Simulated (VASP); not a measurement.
Wanted: the native input for a VASP 6.6.1 run.

- Task: single point
- Functional: LDA
- Potentials or basis: VASP PAW LDA potentials, release 64 (C, O)
- Cutoff: 520 eV
- k mesh: 2 × 2 × 1
- Occupations: gaussian, width 0.05 eV
- Spin: no spin polarisation
- Dipole correction: no
- Further INCAR settings: LREAL = Auto; ALGO = Normal; EDIFF = 1e-06; NBANDS = 57

The structure of C19O lies in POSCAR:

```
C19O
1.0
    7.3980000000      0.0000000000      0.0000000000
   -3.6990000000      6.4068560000      0.0000000000
    0.0000000000      0.0000000000     12.0000000000
C O
19 1
Direct
    0.0039087297      0.0016209198      0.0728071667
    0.2251993398      0.1122767548      0.0723877500
    0.0043562059      0.3331154938      0.0728500000
    0.2248327383      0.4434029733      0.0732830833
    0.0021146806      0.6660987854      0.0729817500
    0.2270890009      0.7786697563      0.0726259167
    0.3378016258     -0.0000263780      0.0714033333
    0.5583565472      0.1101761925      0.0706293333
    0.3354614895      0.3328075424      0.0728686667
    0.5604028542      0.4452669141      0.0728155000
    0.3373919786      0.6684414321      0.0732779167
    0.5587053809      0.7791963796      0.0727321667
    0.6688653903     -0.0004062835      0.0713459167
    0.8936544427      0.1118849870      0.0724090000
    0.6706241843      0.3349436916      0.0719926667
    0.8919028331      0.4455753337      0.0727779167
    0.6709857515      0.6665027277      0.0730837500
    0.8914548676      0.7766845392      0.0729180000
    0.4430637928      0.9524790318      0.3000093333
    0.3239783859      0.9228156525      0.3666755000
```

The input as run:

INCAR

```
SYSTEM = C19O
PREC = Accurate
ENCUT = 520
EDIFF = 1E-6
ISMEAR = 0
SIGMA = 0.05
LREAL = Auto
LASPH = .TRUE.
NELM = 80
ALGO = Normal
ISIF = 2
LWAVE = .FALSE.
LCHARG = .FALSE.
NBANDS = 57
```

KPOINTS

```
Automatic mesh
0
G
  2 2 1
  0 0 0
```

Potentials or basis: VASP PAW LDA potentials, release 64 (C, O).

Launch:

```console
$ cat potpaw_LDA.64/C/POTCAR potpaw_LDA.64/O/POTCAR > POTCAR
$ mpirun -np 1 vasp_std > vasp.out
```

It gave:

The largest force is 1.188 eV/Å and the band gap on the k mesh is 0.22 eV, direct.

Caveat: the k points lie up to 0.49 Å⁻¹ apart.

It took 6 min on 1 thread of Oxide Virtual Turin-like Processor, with other jobs on the host, peak memory 0.43 GiB.
